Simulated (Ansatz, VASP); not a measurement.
# One calculation of HfSiO4, two programs

```
Hf Si O
1.0
    -3.35565    3.35565    3.03700
     3.35565   -3.35565    3.03700
     3.35565    3.35565   -3.03700
Hf Si O
2 2 8
Cartesian
  0.0000 3.3556 1.5185
  0.0000 0.0000 0.0000
  3.3556 0.0000 1.5185
  0.0000 0.0000 3.0370
  3.3556 2.1195 -1.0998
  4.5918 0.0000 0.4187
  0.0000 1.2362 1.9372
  2.1195 0.0000 0.4187
  3.3556 1.2362 2.6183
  1.2362 0.0000 4.1368
  3.3556 -1.2362 2.6183
  2.1195 3.3556 1.0998
```

Alike in both runs: task single point; functional PBE; k mesh 6 × 6 × 6; no spin polarisation.

|  | VASP | Ansatz |
| --- | --- | --- |
| version | VASP 6.6.1 | Ansatz 0.2.0 |
| potentials or method | VASP PAW PBE potentials, release 64 (Hf_pv, Si, O) | plane waves, PAW |
| plane-wave cutoff (eV) | 520 | 420 |
| occupations | gaussian, width 0.01 eV | fixed |
| valence electrons in the cell | 76 | 108 |

Ansatz gave:

| Item | Value |
| --- | --- |
| gap on the k mesh at the Fermi level (eV) | 5.18 |
| pressure (GPa) | -6.4 |
| traceless stress, the component that is largest in VASP (GPa) | -0.80 |
| rms of the force components (eV/Å) | 0.111 |

Estimate VASP's values.

gap on the k mesh at the Fermi level (eV): 5.12; pressure (GPa): -7.9; traceless stress, the component that is largest in VASP (GPa): -0.58; rms of the force components (eV/Å): 0.049.

Atom by atom the forces differ by 0.082 eV/Å (rms over components). VASP's potentials hold 76 valence electrons a cell and Ansatz's 108, so a difference there can come from the potentials and not from the codes.

Spin-orbit coupling is off throughout.
